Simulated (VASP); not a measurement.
# GaSb (F-43m) in VASP: a series of runs

Aim: see how the results for GaSb move with the level of theory and the settings. Levels: PBEsol, LDA, r2SCAN. Tasks: relaxation of cell and atoms.

Everything below comes from runs of VASP 6.6.1. Logs are shortened: lines on timing, memory, paths and dates and some standing lists are left out, and cuts for length are marked.

## Step 1: The cell of the first run

The structure is cubic, space group F-43m (No. 216). Conventional cell: a = 6.220 Å, b = 6.220 Å, c = 6.220 Å, α = 90.00°, β = 90.00°, γ = 90.00°. Ga (site symmetry -43m) has 4 Sb at 2.69 Å within 3.6 Å. Sb (site symmetry -43m) has 4 Ga at 2.69 Å within 3.6 Å.

## Step 2: Relaxation of cell and atoms, PBEsol

Input file INCAR:

```
ALGO = Normal
EDIFF = 1E-6
EDIFFG = -0.005
ENCUT = 600
GGA = PS
IBRION = 2
ISIF = 3
ISMEAR = -1
LASPH = T
LCHARG = F
LREAL = F
LWAVE = F
NELM = 80
NSW = 80
PREC = Accurate
SIGMA = 0.02
```

Input file KPOINTS:

```
k-points
0
Gamma
  6 6 6
```

Input file POSCAR:

```
GaSb
1.0
    0.0000000000      3.1099061810      3.1099061810
    3.1099061810      0.0000000000      3.1099061810
    3.1099061810      3.1099061810      0.0000000000
Ga Sb
1 1
Direct
    0.0000000000      0.0000000000      0.0000000000
    0.2500000000      0.2500000000      0.2500000000
```

Potentials or basis: VASP PAW PBE potentials, release 64 (Ga_d, Sb).

Launch:

```sh
> cat potpaw_PBE.64/Ga_d/POTCAR potpaw_PBE.64/Sb/POTCAR > POTCAR
> mpirun -np 1 vasp_std > vasp.out
```

OUTCAR:

```text
EDIFF = 1E-6
   EDIFFG = -0.005
   ENCUT = 600
   GGA = PS
   IBRION = 2
   ISIF = 3
   ISMEAR = -1
   LASPH = T
   LREAL = F
   NELM = 80
   NSW = 80
   PREC = Accurate

 ion  position               nearest neighbor table
   1  0.000  0.000  0.000-   2 2.69   2 2.69   2 2.69   2 2.69
   2  0.250  0.250  0.250-   1 2.69   1 2.69   1 2.69   1 2.69

  LATTYP: Found a face centered cubic cell.
 ALAT       =     6.2198123620

  Lattice vectors:

 A1 = (   0.0000000000,   3.1099061810,   3.1099061810)
 A2 = (   3.1099061810,   0.0000000000,   3.1099061810)
 A3 = (   3.1099061810,   3.1099061810,   0.0000000000)

Analysis of symmetry for initial positions (statically):
=====================================================================
 Subroutine PRICEL returns:
 Original cell was already a primitive cell.

 Routine SETGRP: Setting up the symmetry group for a
 face centered cubic supercell.

 Subroutine GETGRP returns: Found 24 space group operations
 (whereof 24 operations were pure point group operations)
 out of a pool of 48 trial point group operations.

The static configuration has the point symmetry T_d .

Analysis of symmetry for dynamics (positions and initial velocities):
=====================================================================
 Subroutine PRICEL returns:
 Original cell was already a primitive cell.

 Routine SETGRP: Setting up the symmetry group for a
 face centered cubic supercell.

 Subroutine GETGRP returns: Found 24 space group operations
 (whereof 24 operations were pure point group operations)
 out of a pool of 48 trial point group operations.

The dynamic configuration has the point symmetry T_d .

 Subroutine INISYM returns: Found 24 space group operations
 (whereof 24 operations are pure point group operations),
 and found     1 'primitive' translations

----------------------------------------------------------------------------------------

                                     Primitive cell

  volume of cell :      60.1550

  direct lattice vectors                    reciprocal lattice vectors
     0.000000000  3.109906181  3.109906181    -0.160776554  0.160776554  0.160776554
     3.109906181  0.000000000  3.109906181     0.160776554 -0.160776554  0.160776554
     3.109906181  3.109906181  0.000000000     0.160776554  0.160776554 -0.160776554

  length of vectors
     4.398071499  4.398071499  4.398071499     0.278473161  0.278473161  0.278473161

  position of ions in fractional coordinates (direct lattice)
     0.000000000  0.000000000  0.000000000
     0.250000000  0.250000000  0.250000000

  ion indices of the primitive-cell ions
   primitive index   ion index
                 1           1
                 2           2

----------------------------------------------------------------------------------------

 KPOINTS: k-points

Automatic generation of k-mesh.
 Grid dimensions read from file:
 generate k-points for:    6    6    6

 Generating k-lattice:

  Cartesian coordinates                     Fractional coordinates (reciprocal lattice)
    -0.026796092  0.026796092  0.026796092     0.166666667  0.000000000  0.000000000
     0.026796092 -0.026796092  0.026796092     0.000000000  0.166666667  0.000000000
     0.026796092  0.026796092 -0.026796092     0.000000000  0.000000000  0.166666667

  Length of vectors
     0.046412193  0.046412193  0.046412193

  Shift w.r.t. Gamma in fractional coordinates (k-lattice)
     0.000000000  0.000000000  0.000000000

 Subroutine IBZKPT returns following result:
 ===========================================

 Found     16 irreducible k-points:

 Following reciprocal coordinates:
            Coordinates               Weight
  0.000000  0.000000  0.000000      1.000000
  0.166667  0.000000  0.000000      8.000000
  0.333333  0.000000  0.000000      8.000000
  0.500000  0.000000  0.000000      4.000000
  0.166667  0.166667  0.000000      6.000000
  0.333333  0.166667  0.000000     24.000000
[... 8 lines left out ...]
 -0.333333  0.333333  0.166667     24.000000
 -0.333333  0.500000  0.166667     12.000000
   k-points           NKPTS =     16   k-points in BZ     NKDIM =     16   number of bands    NBANDS=     13
   number of dos      NEDOS =    301   number of ions     NIONS =      2
   total plane-waves  NPLWV =  46656
   dimension x,y,z NGX =    36 NGY =   36 NGZ =   36
   dimension x,y,z NGXF=    72 NGYF=   72 NGZF=   72
   ions per type =               1   1
   NGX,Y,Z   is equivalent  to a cutoff of  13.61, 13.61, 13.61 a.u.
   NGXF,Y,Z  is equivalent  to a cutoff of  27.22, 27.22, 27.22 a.u.
 SYSTEM =  unknown system
   PREC   = accura    normal or accurate (medium, high low for compatibility)
   ISTART =      0    job   : 0-new  1-cont  2-samecut
   ICHARG =      2    charge: 1-file 2-atom 10-const
   ISPIN  =      1    spin polarized calculation?
   LNONCOLLINEAR =      F non collinear calculations
   LSORBIT =      F    spin-orbit coupling
   LASPH  =      T    aspherical Exc in radial PAW
   ENCUT  =  600.0 eV  44.10 Ry    6.64 a.u.   8.78  8.78  8.78*2*pi/ulx,y,z
   NELM   =     80;   NELMIN=  2; NELMDL= -5     # of ELM steps
   EDIFF  = 0.1E-05   stopping-criterion for ELM
   LREAL  =      F    real-space projection
   EDIFFG = -.5E-02   stopping-criterion for IOM
   NSW    =     80    number of steps for IOM
   IBRION =      2    ionic relax: 0-MD 1-quasi-New 2-CG
   NFREE  =      1    steps in history (QN), initial steepest desc. (CG)
   ISIF   =      3    stress and relaxation
   ISYM   =      2    0-nonsym 1-usesym 2-fastsym
   POTIM  = 0.5000    time-step for ionic-motion
   TEBEG  =    0.0;   TEEND  =   0.0 temperature during run
   PSTRESS=    0.0 pullay stress
   NELECT =      18.0000    total number of electrons
   NUPDOWN=      -1.0000    fix difference up-down
   EMIN   =  10.00;   EMAX   =-10.00  energy-range for DOS
   EFERMI =   0.00;   METHOD = LEGACY
   ISMEAR =    -1;   SIGMA  =   0.02  broadening in eV -4-tet -1-fermi 0-gaus
   EFERMI_NEDOS =   21; number of points for ismear=-14 and -15
   IALGO  =     38    algorithm
   IMIX   =      4    mixing-type and parameters
     AMIX     =   0.40;   BMIX     =  1.00
     AMIX_MAG =   1.60;   BMIX_MAG =  1.00
  volume/ion in A,a.u.               =      30.08       202.97
  Fermi-wavevector in a.u.,A,eV,Ry     =   1.094986  2.069223 16.313294  1.198993
  Thomas-Fermi vector in A             =   2.231301
   LORBIT       =      0    0 simple, 1 ext, 2 COOP (PROOUT), +10 PAW based schemes
   GGA     = PS    functional components
   LHFCALC =     F    Hartree Fock is set to
   AEXX    =    0.0000 exact exchange contribution
   IVDW    =     0    specifies the selected vdW correction
   LEPSILON=     F    determine dielectric tensor
   LRPA    =     F    only Hartree local field effects (RPA)
 conjugate gradient relaxation of ions
 non-spin polarized calculation
  energy-cutoff  :      600.00
  volume of cell :       60.16
 maximum number of plane-waves:      2044
   NGX = 17   NGY = 17   NGZ = 17

--------------------------------------- Ionic step        1  -------------------------------------------

 number of electron      17.9999991 magnetization

 Free energy of the ion-electron system (eV)
  ---------------------------------------------------
  ext. energy  EPLUGINS =         0.00000000
  ---------------------------------------------------
  free energy    TOTEN  =        -8.10108047 eV

  energy without entropy =       -8.10072676  energy(sigma->0) =       -8.10090362

 E-fermi :   4.2627     XC(G=0):  -9.0479

 val. band max:        4.2488574393   @ k =   0.0000   0.0000   0.0000
 cond. band min:       4.4942576312   @ k =   0.5000   0.0000   0.0000
 fundamental gap:      0.2454001918
 Fermi energy:         4.2627188193

 k-point     1 :       0.0000    0.0000    0.0000
  band No.  band energies     occupation
      1     -10.6659      2.00000
      2     -10.6659      2.00000
      3     -10.6659      2.00000
      4     -10.6230      2.00000
      5     -10.6230      2.00000
      6      -6.9214      2.00000
      7       3.8942      2.00000
      8       4.2489      1.33333
      9       4.2489      1.33330
     10       4.2489      1.33330
     11       7.0121      0.00000
     12       7.0121      0.00000
     13       7.0121      0.00000

 k-point     2 :       0.1667    0.0000    0.0000
  band No.  band energies     occupation
      1     -10.6718      2.00000
      2     -10.6634      2.00000
      3     -10.6634      2.00000
      4     -10.6233      2.00000
      5     -10.6233      2.00000
      6      -6.6561      2.00000
      7       1.5172      2.00000
      8       3.8752      2.00000
      9       3.8752      2.00000
     10       5.0714      0.00000
     11       7.5221      0.00000
[... 354 lines left out ...]
 POSITION                                       TOTAL-FORCE (eV/Angst)
 -----------------------------------------------------------------------------------
      0.00000      0.00000      0.00000         0.000000      0.000000      0.000000
      1.52943      1.52943      1.52943        -0.000000     -0.000000     -0.000000
 -----------------------------------------------------------------------------------
    total drift:                                0.000000      0.000000      0.000000

  FREE ENERGIE OF THE ION-ELECTRON SYSTEM (eV)
  ---------------------------------------------------
  free  energy   TOTEN  =        -8.1223507127 eV

  energy  without entropy=       -8.1219370298  energy(sigma->0) =       -8.12214387

--------------------------------------- Ionic step        5  -------------------------------------------

 number of electron      18.0000006 magnetization

 Free energy of the ion-electron system (eV)
  ---------------------------------------------------
  ext. energy  EPLUGINS =         0.00000000
  ---------------------------------------------------
  free energy    TOTEN  =        -8.12235069 eV

  energy without entropy =       -8.12193697  energy(sigma->0) =       -8.12214383

 E-fermi :   4.7606     XC(G=0):  -9.2624

 val. band max:        4.7408043099   @ k =   0.0000   0.0000   0.0000
 cond. band min:       5.0851214776   @ k =   0.5000   0.0000   0.0000
 fundamental gap:      0.3443171677
 Fermi energy:         4.7605566924

 k-point     1 :       0.0000    0.0000    0.0000
  band No.  band energies     occupation
      1     -10.2640      2.00000
      2     -10.2640      2.00000
      3     -10.2640      2.00000
      4     -10.2139      2.00000
      5     -10.2139      2.00000
      6      -6.7645      2.00000
      7       4.7310      1.62827
      8       4.7408      1.45726
      9       4.7408      1.45723
     10       4.7408      1.45723
     11       7.4933      0.00000
     12       7.4933      0.00000
     13       7.4933      0.00000

 k-point     2 :       0.1667    0.0000    0.0000
  band No.  band energies     occupation
      1     -10.2713      2.00000
      2     -10.2610      2.00000
      3     -10.2610      2.00000
      4     -10.2142      2.00000
      5     -10.2142      2.00000
      6      -6.4817      2.00000
      7       2.0139      2.00000
      8       4.3352      2.00000
      9       4.3352      2.00000
     10       5.7111      0.00000
     11       8.0367      0.00000
[... 246 lines left out ...]
 POSITION                                       TOTAL-FORCE (eV/Angst)
 -----------------------------------------------------------------------------------
      0.00000      0.00000      0.00000        -0.000000     -0.000000     -0.000000
      1.52942      1.52942      1.52942         0.000000      0.000000      0.000000
 -----------------------------------------------------------------------------------
    total drift:                                0.000000      0.000000      0.000000

  FREE ENERGIE OF THE ION-ELECTRON SYSTEM (eV)
  ---------------------------------------------------
  free  energy   TOTEN  =        -8.1223506868 eV

  energy  without entropy=       -8.1219369733  energy(sigma->0) =       -8.12214383

 reached required accuracy - stopping structural energy minimisation
```

It took 46 s on 1 thread of Intel Xeon Platinum 8259CL at 2.50GHz (Skylake/Cascade Lake), shared host; peak memory 0.21 GiB.

What came out:

| Item | Value |
| --- | --- |
| Free energy | -8.1224 eV |
| Relaxed volume | 28.62 Å³/atom |
| Relaxed cell | a = 4.326 Å, b = 4.326 Å, c = 4.326 Å, α = 60.00°, β = 60.00°, γ = 60.00° |
| Space group after relaxing (to 0.05 Å) | F-43m (No. 216) |
| Energy gained by relaxing | 10.6 meV/atom |
| Ionic steps | 5 |
| Pressure after relaxing | 0.0 GPa |
| Band gap on the k mesh | zero (filled and empty bands touch) |

The path:
| step | energy change (eV) | largest force (eV/Å) | pressure (GPa) | volume (Å³) |
| --- | --- | --- | --- | --- |
| 1 | 0.0000 | 0.0000 | -2.26 | 60.16 |
| 2 | -0.0201 | 0.0000 | 0.50 | 56.54 |
| 3 | -0.0213 | 0.0000 | 0.05 | 57.18 |
| 4 | -0.0213 | 0.0000 | -0.03 | 57.24 |
| 5 | -0.0213 | 0.0000 | 0.00 | 57.24 |

Final structure:
```
Ga Sb
1.0
     0.00000    3.05885    3.05885
     3.05885    0.00000    3.05885
     3.05885    3.05885    0.00000
Ga Sb
1 1
Direct
  0.00000 0.00000 0.00000
  0.25000 0.25000 0.25000
```

Caveat: the PAW data sets were made with another functional, which shifts forces and pressure a little; spin-orbit coupling is left out, which moves the levels of the heavy elements.

[end of part 1 of 2]
